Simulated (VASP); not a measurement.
Write the native input for VASP 6.6.1 that does the following.

```yaml
Task: single point
Functional: PBE
Potentials_or_basis: VASP PAW PBE potentials, release 64 (Mo_sv)
Cutoff: 520 eV
k_mesh: 12 × 12 × 12
Occupations: gaussian, width 0.028 eV
Spin: no spin polarisation
Dipole_correction: no
Further_INCAR_settings: ALGO = Normal; EDIFF = 1e-07; NBANDS = 13
```

The structure of Mo lies in POSCAR:

```
Mo
1.0
   -1.5838089719      1.5838089719      1.5838089719
    1.5838089719     -1.5838089719      1.5838089719
    1.5838089719      1.5838089719     -1.5838089719
Mo
1
Direct
    0.0000000000      0.0000000000      0.0000000000
```

One way to write it, as run:

INCAR

```
PREC = Accurate
ENCUT = 520
EDIFF = 1E-7
ISMEAR = 0
SIGMA = 0.028000000000000004
LREAL = F
LASPH = T
NELM = 100
ALGO = Normal
ISIF = 2
LWAVE = F
LCHARG = F
GGA = PE
NBANDS = 13
```

KPOINTS

```
regular mesh
0
Gamma
  12 12 12
```

Potentials or basis: VASP PAW PBE potentials, release 64 (Mo_sv).

The run is started by

```sh
$ cat potpaw_PBE.64/Mo_sv/POTCAR > POTCAR
$ mpirun -np 1 vasp_std > vasp.out
```

It gave:

The pressure is -1.4 GPa. The band gap on the k mesh is zero (band 7 reaches 16.22 eV, above the bottom of band 8 at 11.00 eV).

It took 5.6 s on 1 thread of Intel(R) Xeon(R) 6975P-C (Granite Rapids) (shared host), peak memory 0.13 GiB.
